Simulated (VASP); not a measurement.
# ZnAu (Pm-3m) in VASP: a series of runs, part 2 of 2

VASP 6.6.1.

**3. Single point, r2SCAN**

This run uses another cell than the first one, of 15.61 Å³/atom.

POSCAR

```
ZnAu
1.0
    3.1488255500      0.0000000000      0.0000000000
    0.0000000000      3.1488255500      0.0000000000
    0.0000000000      0.0000000000      3.1488255500
Zn Au
1 1
Direct
    0.0000000000      0.0000000000      0.0000000000
    0.5000000000      0.5000000000      0.5000000000
```

INCAR.step1

```
SYSTEM = ZnAu
PREC = Accurate ; ENCUT = 520
ISMEAR = -1 ; SIGMA = 0.1
LREAL = .FALSE. ; LASPH = .TRUE.
NELM = 100 ; NBANDS = 18
GGA = PE ; ALGO = Normal
EDIFF = 1E-4 ; LWAVE = .TRUE.
LCHARG = .FALSE.
```

INCAR.step2

```
SYSTEM = ZnAu
PREC = Accurate ; ENCUT = 520
EDIFF = 1E-7 ; ISMEAR = -1
SIGMA = 0.1 ; LREAL = .FALSE.
LASPH = .TRUE. ; NELM = 100
ALGO = Normal ; ISIF = 2
LWAVE = .FALSE. ; LCHARG = .FALSE.
METAGGA = R2SCAN ; LMIXTAU = .TRUE.
NBANDS = 18 ; ISTART = 1
```

KPOINTS

```
regular mesh
0
G
  13 13 13
  0 0 0
```

Potentials or basis: VASP PAW PBE potentials, release 64 (Zn, Au).

Command:

```bash
> cat potpaw_PBE.64/Zn/POTCAR potpaw_PBE.64/Au/POTCAR > POTCAR
> cp INCAR.step1 INCAR
> mpirun -np 1 vasp_std > vasp.out
> cp INCAR.step2 INCAR
> mpirun -np 1 vasp_std > vasp.out
```

OUTCAR:

```text
SYSTEM = ZnAu
   PREC = Accurate
   ENCUT = 520
   EDIFF = 1E-7
   ISMEAR = -1
   LREAL = .FALSE.
   LASPH = .TRUE.
   NELM = 100
   ISIF = 2
   METAGGA = R2SCAN
   ISTART = 1

 ion  position               nearest neighbor table
   1  0.000  0.000  0.000-   2 2.73   2 2.73   2 2.73   2 2.73   2 2.73   2 2.73   2 2.73   2 2.73

   2  0.500  0.500  0.500-   1 2.73   1 2.73   1 2.73   1 2.73   1 2.73   1 2.73   1 2.73   1 2.73

  LATTYP: Found a simple cubic cell.
 ALAT       =     3.1488255500

  Lattice vectors:

 A1 = (   3.1488255500,   0.0000000000,   0.0000000000)
 A2 = (   0.0000000000,   3.1488255500,   0.0000000000)
 A3 = (   0.0000000000,   0.0000000000,   3.1488255500)

Analysis of symmetry for initial positions (statically):
=====================================================================
 Subroutine PRICEL returns:
 Original cell was already a primitive cell.

 Routine SETGRP: Setting up the symmetry group for a
 simple cubic supercell.

 Subroutine GETGRP returns: Found 48 space group operations
 (whereof 48 operations were pure point group operations)
 out of a pool of 48 trial point group operations.

The static configuration has the point symmetry O_h .

Analysis of symmetry for dynamics (positions and initial velocities):
=====================================================================
 Subroutine PRICEL returns:
 Original cell was already a primitive cell.

 Routine SETGRP: Setting up the symmetry group for a
 simple cubic supercell.

 Subroutine GETGRP returns: Found 48 space group operations
 (whereof 48 operations were pure point group operations)
 out of a pool of 48 trial point group operations.

The dynamic configuration has the point symmetry O_h .

[... 110 lines left out ...]
   NUPDOWN=      -1.0000    fix difference up-down
   EMIN   =  10.00;   EMAX   =-10.00  energy-range for DOS
   EFERMI =   0.00;   METHOD = LEGACY
   ISMEAR =    -1;   SIGMA  =   0.10  broadening in eV -4-tet -1-fermi 0-gaus
   EFERMI_NEDOS =   21; number of points for ismear=-14 and -15
   IALGO  =     38    algorithm
   IMIX   =      4    mixing-type and parameters
     AMIX     =   0.40;   BMIX     =  1.00
     AMIX_MAG =   1.60;   BMIX_MAG =  1.00
  volume/ion in A,a.u.               =      15.61       105.34
  Fermi-wavevector in a.u.,A,eV,Ry     =   1.478548  2.794051 29.743764  2.186105
  Thomas-Fermi vector in A             =   2.592816
   LORBIT       =      0    0 simple, 1 ext, 2 COOP (PROOUT), +10 PAW based schemes
   METAGGA = R2SCAN    functional components
   LHFCALC =     F    Hartree Fock is set to
   AEXX    =    0.0000 exact exchange contribution
   IVDW    =     0    specifies the selected vdW correction
   LEPSILON=     F    determine dielectric tensor
   LRPA    =     F    only Hartree local field effects (RPA)
 non-spin polarized calculation
  energy-cutoff  :      520.00
  volume of cell :       31.22
 maximum number of plane-waves:       864
 NGX is ok and might be reduce to    24
   NGX = 11   NGY = 11   NGZ = 11

 number of electron      23.0000002 magnetization

 Free energy of the ion-electron system (eV)
  ---------------------------------------------------
  ext. energy  EPLUGINS =         0.00000000
  ---------------------------------------------------
  free energy    TOTEN  =       -59.94316846 eV

  energy without entropy =      -59.92601355  energy(sigma->0) =      -59.93459101

 E-fermi :   7.0050     XC(G=0): -13.4146

 val. band max:        6.9681683137   @ k =   0.4615   0.3846   0.2308
 cond. band min:       7.0425908634   @ k =   0.4615   0.3077   0.3077
 fundamental gap:      0.0744225496
 Fermi energy:         7.0049875938

 k-point     1 :       0.0000    0.0000    0.0000
  band No.  band energies     occupation
      1      -4.0438      2.00000
      2      -1.5360      2.00000
      3      -1.5360      2.00000
      4      -0.8306      2.00000
      5      -0.8306      2.00000
      6      -0.8306      2.00000
[... 481 lines left out ...]
      5      -0.7249      2.00000
      6       0.0970      2.00000
[... 10 lines left out ...]
     17      21.5193      0.00000
     18      21.6860      0.00000

 [... further k-points ...]

------------------------ aborting loop because EDIFF is reached ----------------------------------------

  FORCE on cell =-STRESS in cart. coord.  units (eV):
  Direction    XX          YY          ZZ          XY          YZ          ZX
  --------------------------------------------------------------------------------------
  -------------------------------------------------------------------------------------
  Total        0.0631221      0.0631221      0.0631221      0.0000000      0.0000000      0.0000000
  in kB        3.2392614      3.2392614      3.2392614      0.0000000      0.0000000      0.0000000
  external PRESSURE =       3.2392614 kB  Pullay stress =       0.0000000 kB

 VOLUME and BASIS-vectors are now :
 -----------------------------------------------------------------------------
  energy-cutoff  :      520.00
  volume of cell :       31.22
      direct lattice vectors                 reciprocal lattice vectors
     3.148825550  0.000000000  0.000000000     0.317578724  0.000000000  0.000000000
     0.000000000  3.148825550  0.000000000     0.000000000  0.317578724  0.000000000
     0.000000000  0.000000000  3.148825550     0.000000000  0.000000000  0.317578724

 POSITION                                       TOTAL-FORCE (eV/Angst)
 -----------------------------------------------------------------------------------
      0.00000      0.00000      0.00000         0.000000      0.000000      0.000000
      1.57441      1.57441      1.57441         0.000000      0.000000      0.000000
 -----------------------------------------------------------------------------------
    total drift:                                0.000000      0.000000     -0.000000

  FREE ENERGIE OF THE ION-ELECTRON SYSTEM (eV)
  ---------------------------------------------------
  free  energy   TOTEN  =       -59.9431684613 eV

  energy  without entropy=      -59.9260135491  energy(sigma->0) =      -59.93459101
```

OUTCAR.step1:

```text
SYSTEM = ZnAu
   PREC = Accurate
   ENCUT = 520
   ISMEAR = -1
   LREAL = .FALSE.
   LASPH = .TRUE.
[... 726 lines left out ...]
      0.00000      0.00000      0.00000         0.000000      0.000000      0.000000
      1.57441      1.57441      1.57441         0.000000      0.000000      0.000000
 -----------------------------------------------------------------------------------
    total drift:                                0.000000      0.000000     -0.000000

  FREE ENERGIE OF THE ION-ELECTRON SYSTEM (eV)
  ---------------------------------------------------
  free  energy   TOTEN  =        -4.7407562241 eV

  energy  without entropy=       -4.7234374108  energy(sigma->0) =       -4.73209682
```

OSZICAR.step1:

```text
N       E                     dE             d eps       ncg     rms          rms(c)
DAV:   1     0.133454404291E+03    0.13345E+03   -0.11878E+04  3050   0.170E+03
DAV:   2     0.337308174224E+00   -0.13312E+03   -0.12703E+03  3056   0.316E+02
DAV:   3    -0.515175186623E+01   -0.54891E+01   -0.54524E+01  3366   0.693E+01
DAV:   4    -0.519594459897E+01   -0.44193E-01   -0.44179E-01  3344   0.558E+00
DAV:   5    -0.519641534357E+01   -0.47074E-03   -0.47074E-03  3278   0.605E-01    0.850E+00
DAV:   6    -0.477432993080E+01    0.42209E+00   -0.11979E+00  3274   0.120E+01    0.539E+00
DAV:   7    -0.474871853292E+01    0.25611E-01   -0.31221E-02  3958   0.361E+00    0.285E+00
DAV:   8    -0.474075937311E+01    0.79592E-02   -0.95474E-03  3156   0.998E-01    0.154E-01
DAV:   9    -0.474075622407E+01    0.31490E-05   -0.26696E-04  3012   0.297E-01
   1 F= -.47407562E+01 E0= -.47320968E+01  d E =-.173188E-01
```

Run time: 2.5 min. Hardware: 1 thread of Intel Xeon 8259CL, shared host; peak memory 0.18 GiB.

What came out:

* Free energy: -59.9432 eV
* Pressure: 0.3 GPa
* Band gap on the k mesh: zero (an odd number of electrons rules out a gap without spin polarisation)

Caveat: the PAW data sets were made with another functional, which shifts forces and pressure a little; spin-orbit coupling is left out, which moves the levels of the heavy elements.

**4. Single point, r2SCAN**

This run uses another cell than the first one, of 15.77 Å³/atom.

POSCAR

```
ZnAu
1.0
    3.1592868413      0.0000000000      0.0000000000
    0.0000000000      3.1592868413      0.0000000000
    0.0000000000      0.0000000000      3.1592868413
Zn Au
1 1
Direct
    0.0000000000      0.0000000000      0.0000000000
    0.5000000000      0.5000000000      0.5000000000
```

INCAR.step1

```
ALGO = Normal
EDIFF = 1E-4
ENCUT = 520
GGA = PE
ISMEAR = -1
LASPH = T
LCHARG = F
LREAL = F
LWAVE = T
NBANDS = 18
NELM = 100
PREC = Accurate
SIGMA = 0.1
```

INCAR.step2

```
ALGO = Normal
EDIFF = 1E-6
ENCUT = 520
ISIF = 2
ISMEAR = -1
ISTART = 1
LASPH = T
LCHARG = F
LMIXTAU = T
LREAL = F
LWAVE = F
METAGGA = R2SCAN
NBANDS = 18
NELM = 100
PREC = Accurate
SIGMA = 0.1
```

KPOINTS

```
k-points
0
Gamma
  13 13 13
```

Command:

```bash
> cat potpaw_PBE.64/Zn/POTCAR potpaw_PBE.64/Au/POTCAR > POTCAR
> cp INCAR.step1 INCAR
> mpirun -np 1 vasp_std > vasp.out
> cp INCAR.step2 INCAR
> mpirun -np 1 vasp_std > vasp.out
```

It took 2.8 min on 1 thread of Intel Xeon 8259CL, shared host; peak memory 0.18 GiB.

It converged, with:

```
Free energy            : -59.9424 eV
Pressure               : -1.0 GPa
Band gap on the k mesh : zero (an odd number of electrons rules out a gap without spin polarisation)
```

Levels at points of the mesh, in eV from the Fermi level:
```tsv
k point	band 8	band 9	band 10	band 11	band 12	band 13	band 14	band 15
(0.00, 0.00, 0.00)	-5.74	-4.02	-4.02	-4.02	5.23	5.23	5.23	9.26
```

Caveat: the PAW data sets were made with another functional, which shifts forces and pressure a little; spin-orbit coupling is left out, which moves the levels of the heavy elements.

**5. The runs side by side**

| cell | gap on the mesh (eV) | pressure (GPa) |
| --- | --- | --- |
| a = 3.138 Å, 2 atoms | none | 1.8 |
| a = 3.149 Å, 2 atoms | none | 0.3 |
| a = 3.159 Å, 2 atoms | none | -1.0 |

Alike in all rows: task single point; level r2SCAN; potentials or basis VASP PAW PBE potentials, release 64 (Zn, Au); no spin polarisation; k mesh 13 × 13 × 13; cutoff (eV) 520; smearing fermi-dirac 0.1 eV.

Caveats: the PAW data sets were made with another functional, which shifts forces and pressure a little; spin-orbit coupling is left out, which moves the levels of the heavy elements.

Total energies depend on the potentials used, so only differences within one code and one set of settings carry meaning.

The gap in the log of VASP goes by the Fermi energy; the results here count the filled bands.